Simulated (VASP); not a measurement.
Input of a VASP 6.6.1 run:

File INCAR:

```
PREC     = Accurate       # precision mode
ENCUT    = 520            # plane-wave cutoff, eV
EDIFF    = 1E-7           # SCF threshold, eV
ISMEAR   = 0              # smearing method
SIGMA    = 0.02           # smearing width, eV
LREAL    = False          # projectors in reciprocal space
LASPH    = True           # aspherical terms in the spheres
NELM     = 100            # most SCF steps
ALGO     = Normal         # electronic algorithm
ISIF     = 2              # what is computed and relaxed
LWAVE    = False          # write WAVECAR
LCHARG   = False          # write CHGCAR
GGA      = PS             # functional
NBANDS   = 16             # bands
```

KPOINTS

```
regular mesh
0
Gamma
  8 8 8
```

The input POSCAR:

```
ZnSe
1.0
    0.0000000000      2.8316926548      2.8316926548
    2.8316926548      0.0000000000      2.8316926548
    2.8316926548      2.8316926548      0.0000000000
Zn Se
1 1
Direct
    0.0000000000      0.0000000000      0.0000000000
    0.7500000000      0.7500000000      0.7500000000
```

Potentials or basis: VASP PAW PBE potentials, release 64 (Zn, Se).

Command:

```console
$ cat potpaw_PBE.64/Zn/POTCAR potpaw_PBE.64/Se/POTCAR > POTCAR
$ mpirun -np 1 vasp_std > vasp.out
```

**Question.** Estimate the band gap on the k mesh.

**Answer.** 1.18 eV, direct.

**Question.** Estimate the pressure.

**Answer.** -0.7 GPa.

Caveat: the PAW data sets were made with another functional, which shifts forces and pressure a little. PBEsol gaps usually lie below the measured ones, often by a third to a half.
